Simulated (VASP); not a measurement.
Wanted: the native input for a VASP 6.6.1 run.

```yaml
Task: relaxation of cell and atoms
Functional: PBE
Potentials_or_basis: VASP PAW PBE potentials, release 64 (B)
Cutoff: 600 eV
k_mesh: 6 × 6 × 6
Occupations: gaussian, width 0.1 eV
Spin: no spin polarisation
Dipole_correction: no
Further_INCAR_settings: ALGO = Normal; EDIFF = 1e-06; IBRION = 2; EDIFFG = -0.04; NSW = 90; ISIF = 3
```

The structure of B lies in POSCAR:

```
B
1.0
    0.0000000000      2.3425283600      2.3425283600
    2.3425283600      0.0000000000      2.3425283600
    2.3425283600      2.3425283600      0.0000000000
B
3
Direct
    0.2500000000      0.2500000000      0.2500000000
    0.7500000000      0.7500000000      0.7500000000
    0.0000000000      0.0000000000      0.0000000000
```

The cell was built from a structure type or drawn by symmetry, and may not be a known phase.

These files were run (other wordings do the same):

INCAR

```
SYSTEM = B
  ALGO = Normal
  EDIFF = 1E-6
  EDIFFG = -0.04
  ENCUT = 600
  GGA = PE
  IBRION = 2
  ISIF = 3
  ISMEAR = 0
  LASPH = .TRUE.
  LCHARG = .FALSE.
  LREAL = .FALSE.
  LWAVE = .FALSE.
  NELM = 80
  NSW = 90
  PREC = Accurate
  SIGMA = 0.1
```

KPOINTS

```
k-points
0
G
  6 6 6
  0 0 0
```

Potentials or basis: VASP PAW PBE potentials, release 64 (B).

Launch:

```console
$ cat potpaw_PBE.64/B/POTCAR > POTCAR
$ mpirun -np 1 vasp_std > vasp.out
```

Results of the run:

```yaml
Relaxed_volume: 6.48 Å³/atom
Relaxed_cell: a = 3.018 Å, b = 3.018 Å, c = 3.018 Å, α = 60.00°, β = 60.00°, γ = 60.00°
Space_group_after_relaxing_to_0.1_Å: Fm-3m (No. 225)
Energy_gained_by_relaxing: 328.5 meV/atom
Ionic_steps: 3
Pressure_after_relaxing: -0.1 GPa
Band_gap_on_the_k_mesh: zero (an odd number of electrons rules out a gap without spin polarisation)
```

Caveat: the k points lie up to 0.43 Å⁻¹ apart in the final cell, too coarse for converged energies and pressures of a metal; the volume moved by over 15 % at a fixed basis, so the end points are rough.

It took 21 s on 1 thread of Intel Xeon 8259CL (shared host), peak memory 0.14 GiB.
